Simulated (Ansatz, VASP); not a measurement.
**InSe: VASP beside Ansatz**

The input POSCAR:

```
InSe
1.0
    2.0000000000      1.1547005400      8.4400000000
   -2.0000000000      1.1547005400      8.4400000000
    0.0000000000     -2.3094010800      8.4400000000
In Se
2 2
Direct
    0.0000000000      0.0000000000      0.0000000000
    0.1114000000      0.1114000000      0.1114000000
    0.6165000000      0.6165000000      0.6165000000
    0.8281000000      0.8281000000      0.8281000000
```

The input INCAR.step1:

```
PREC = Accurate
ENCUT = 520
EDIFF = 1E-5
ISMEAR = 0
SIGMA = 0.01
LREAL = False
LASPH = True
NELM = 100
ALGO = Normal
ISIF = 2
LWAVE = True
LCHARG = False
GGA = PE
NBANDS = 27
LUSENCCL = False
```

The input INCAR.step2:

```
PREC = Accurate
ENCUT = 520
EDIFF = 1E-6
ISMEAR = 0
SIGMA = 0.01
LREAL = False
LASPH = True
NELM = 100
ALGO = Normal
ISIF = 2
LWAVE = False
LCHARG = False
METAGGA = R2SCAN
LHFCALC = True
AEXX = 0.1
LMIXTAU = True
PRECFOCK = Normal
ISTART = 1
NBANDS = 27
LUSENCCL = False
```

KPOINTS

```
regular mesh
0
Gamma
  4 4 4
```

Input for Ansatz:

```yaml
crystal:
  lattice:
    - [2.0, 1.15470054, 8.44]
    - [-2.0, 1.15470054, 8.44]
    - [0.0, -2.30940108, 8.44]
  atoms:
    - { symbol: In, position: [0.0, 0.0, 0.0] }
    - { symbol: In, position: [0.1114, 0.1114, 0.1114] }
    - { symbol: Se, position: [0.6165, 0.6165, 0.6165] }
    - { symbol: Se, position: [0.8281, 0.8281, 0.8281] }
kpoints:
  mp_grid:
    grid: [4, 4, 4]
hamiltonian:
  xc: r2scanh
scf:
  occupations:
    method: fixed
output:
  eigenvalues: true
```

Alike in both runs: task single point; functional r2SCANh; k mesh 4 × 4 × 4; no spin polarisation.

|  | VASP | Ansatz |
| --- | --- | --- |
| version | VASP 6.6.1 | Ansatz 0.2.0 |
| potentials or method | VASP PAW PBE potentials, release 64 (In_d, Se) | plane waves, PAW |
| plane-wave cutoff (eV) | 520 | 500 |
| occupations | gaussian, width 0.01 eV | fixed |
| valence electrons in the cell | 38 | 58 |

|  | VASP | Ansatz | Ansatz less VASP |
| --- | --- | --- | --- |
| gap on the k mesh at the Fermi level (eV) | 1.30 | 1.32 | +0.015 |

VASP's potentials were made for PBE, not for r2SCANh. VASP's potentials hold 38 valence electrons a cell and Ansatz's 58, so a difference there can come from the potentials and not from the codes.

The k mesh is coarse, so the values compare programs but aren't converged.
